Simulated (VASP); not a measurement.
Write the native input for VASP 6.6.1 that does the following.

| Property | Result |
| --- | --- |
| Task | single point |
| Functional | PBE |
| Potentials or basis | VASP PAW PBE potentials, release 64 (Rh_pv) |
| Cutoff | 520 eV |
| k mesh | 17 × 17 × 17 |
| Occupations | fermi-dirac, width 0.0612256 eV |
| Spin | no spin polarisation |
| Dipole correction | no |
| Further INCAR settings | ALGO = Normal; EDIFF = 1e-07; NBANDS = 14 |

The structure of Rh lies in POSCAR:

```
Rh
1.0
    0.0000000000      1.9281314624      1.9281314624
    1.9281314624      0.0000000000      1.9281314624
    1.9281314624      1.9281314624      0.0000000000
Rh
1
Direct
    0.0000000000      0.0000000000      0.0000000000
```

The input as run:

INCAR

```
SYSTEM = Rh
PREC = Accurate
ENCUT = 520
EDIFF = 1E-7
ISMEAR = -1
SIGMA = 0.06122561905347299
LREAL = .False.
LASPH = .True.
NELM = 100
ALGO = Normal
ISIF = 2
LWAVE = .False.
LCHARG = .False.
GGA = PE
NBANDS = 14
```

KPOINTS

```
Automatic mesh
0
Gamma
  17 17 17
  0 0 0
```

Potentials or basis: VASP PAW PBE potentials, release 64 (Rh_pv).

Launch:

```console
$ cat potpaw_PBE.64/Rh_pv/POTCAR > POTCAR
$ mpirun -np 1 vasp_std > vasp.out
```

It gave:

| Item | Value |
| --- | --- |
| Pressure | -4.9 GPa |

Wall time 9.8 s on 1 thread of Intel(R) Xeon(R) 6975P-C (Granite Rapids), on a shared host, peak memory 0.14 GiB.
